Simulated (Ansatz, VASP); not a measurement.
# Al2BH: VASP beside Ansatz

Contents of INCAR:

```
  PREC = Accurate
  ENCUT = 600
  EDIFF = 1E-7
  ISMEAR = 0
  SIGMA = 0.1
  LREAL = False
  LASPH = True
  NELM = 80
  ALGO = Normal
  ISIF = 3
  LWAVE = False
  LCHARG = False
  GGA = PE
  IBRION = 2
  NSW = 90
  EDIFFG = -0.04
```

Contents of KPOINTS:

```
Automatic mesh
0
Gamma
  6 6 6
```

POSCAR

```
Al2BH
1.0
    4.2349757000      0.0000000000      0.0000000000
   -2.1174878500      3.6675965400      0.0000000000
    0.0000000000      0.0000000000      3.1300672400
Al B H
2 1 1
Direct
    0.3333333300      0.6666666700      0.5967895300
    0.6666666700      0.3333333300      0.4032104700
    0.0000000000      0.0000000000      0.0000000000
    0.0000000000      0.0000000000      0.5000000000
```

Input for Ansatz:

```yaml
crystal:
  lattice:
    - [4.2349757, 0.0, 0.0]
    - [-2.11748785, 3.66759654, 0.0]
    - [0.0, 0.0, 3.13006724]
  atoms:
    - { symbol: Al, position: [0.33333333, 0.66666667, 0.59678953] }
    - { symbol: Al, position: [0.66666667, 0.33333333, 0.40321047] }
    - { symbol: B, position: [0.0, 0.0, 0.0] }
    - { symbol: H, position: [0.0, 0.0, 0.5] }
basis:
  ecutwfc: 420
kpoints:
  mp_grid: { grid: [6, 6, 6] }
hamiltonian:
  xc: pbe
scf:
  occupations: { method: gaussian, width: 0.1 }
  lower_state_search: "off"
output:
  forces: true
  stress: true
  eigenvalues: true
relax:
  adjacent_minimum: "off"
  f_tol: 0.04
  max_steps: 70
  cell: { stress_tol: 0.4 }
```

Alike in both runs: task relaxation of cell and atoms; functional PBE; k mesh 6 × 6 × 6; occupations gaussian, width 0.1 eV; no spin polarisation.

|  | VASP | Ansatz |
| --- | --- | --- |
| version | VASP 6.6.1 | Ansatz 0.2.0 |
| potentials or method | VASP PAW PBE potentials, release 64 (Al, B, H), cutoff 600 eV | scalar-relativistic, plane waves, PAW |
| valence electrons in the cell | 10 | 10 |

VASP gave:

```
gap on the k mesh at the Fermi level, each at its own relaxed structure (eV) : none
relaxed volume (Å³/atom)                                                     : 10.62
relaxed length of the cell vector where the two differ most in proportion (Å)              : 3.025
```

Task: What did Ansatz give for the same quantities?

Result: gap on the k mesh at the Fermi level, each at its own relaxed structure (eV): none; relaxed volume (Å³/atom): 10.62; relaxed length of the cell vector where the two differ most in proportion (Å): 3.029.

A gap of «none» marks a metal or a gap that the smearing closes.
